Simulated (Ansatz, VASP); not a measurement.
C8O: VASP beside Ansatz

File INCAR:

```
SYSTEM = C8O
PREC = Accurate
ENCUT = 520
EDIFF = 1E-6
ISMEAR = 0
SIGMA = 0.1
LREAL = .False.
LASPH = .True.
NELM = 100
ALGO = Normal
ISIF = 2
LWAVE = .False.
LCHARG = .True.
LDIPOL = .True.
IDIPOL = 3
DIPOL = 0.5 0.5 0.494
GGA = PE
IVDW = 12
LELF = .True.
LVHAR = .True.
LVACPOTAV = .True.
NBANDS = 29
```

KPOINTS

```
regular mesh
0
Gamma
  12 12 1
  0 0 0
```

The input POSCAR:

```
C8O
1.0
    2.4649796670      0.0000000000      0.0000000000
   -1.2324898335      2.1347350114      0.0000000000
    0.0000000000      0.0000000000     29.1076495408
C O
8 1
Direct
    0.0000000000      0.0000000000      0.2920194646
    0.6666666667      0.3333333333      0.2920194566
    0.0000000000      0.0000000000      0.4077696707
    0.3333333333      0.6666666667      0.4077696627
    0.0000000000      0.0000000000      0.5235198769
    0.6666666667      0.3333333333      0.5235198689
    0.0000000000      0.0000000000      0.6392700831
    0.3333333333      0.6666666667      0.6392700751
    0.0000000000      0.2500000000      0.7247014011
```

Input for Ansatz:

```yaml
crystal:
  lattice:
    - [2.464979667, 0.0, 0.0]
    - [-1.2324898335, 2.1347350114, 0.0]
    - [0.0, 0.0, 29.1076495408]
  atoms:
    - { symbol: C, position: [0.0, 0.0, 0.2920194646] }
    - { symbol: C, position: [0.6666666667, 0.3333333333, 0.2920194566] }
    - { symbol: C, position: [0.0, 0.0, 0.4077696707] }
    - { symbol: C, position: [0.3333333333, 0.6666666667, 0.4077696627] }
    - { symbol: C, position: [0.0, 0.0, 0.5235198769] }
    - { symbol: C, position: [0.6666666667, 0.3333333333, 0.5235198689] }
    - { symbol: C, position: [0.0, 0.0, 0.6392700831] }
    - { symbol: C, position: [0.3333333333, 0.6666666667, 0.6392700751] }
    - { symbol: O, position: [0.0, 0.25, 0.7247014011] }
basis:
  ecutwfc: 420
kpoints:
  mp_grid: { grid: [12, 12, 1] }
hamiltonian:
  xc: pbe
  dispersion: d3bj
scf:
  occupations: { method: gaussian, width: 0.1 }
output:
  forces: true
  stress: true
  eigenvalues: true
efield:
  axis: 3
  dipole_correction: true
  ramp_width: 0.04
```

Alike in both runs: task single point; functional PBE; dispersion D3(BJ); k mesh 12 × 12 × 1; occupations gaussian, width 0.1 eV; no spin polarisation.

|  | VASP | Ansatz |
| --- | --- | --- |
| version | VASP 6.6.1 | Ansatz 0.2.0 |
| potentials or method | VASP PAW PBE potentials, release 64 (C, O), cutoff 520 eV | scalar-relativistic, plane waves, PAW |
| valence electrons in the cell | 38 | 38 |

Ansatz gave:

```
gap on the k mesh at the Fermi level (eV)  : none
rms of the force components (eV/Å)         : 0.055
work function, face that differs most (eV) : 4.28
```

Q: Which values does VASP return?

A: gap on the k mesh at the Fermi level (eV): none; rms of the force components (eV/Å): 0.056; work function, face that differs most (eV): 4.32.

Atom by atom the forces differ by 0.001 eV/Å (rms over components). A gap of «none» marks a metal or a gap that the smearing closes.
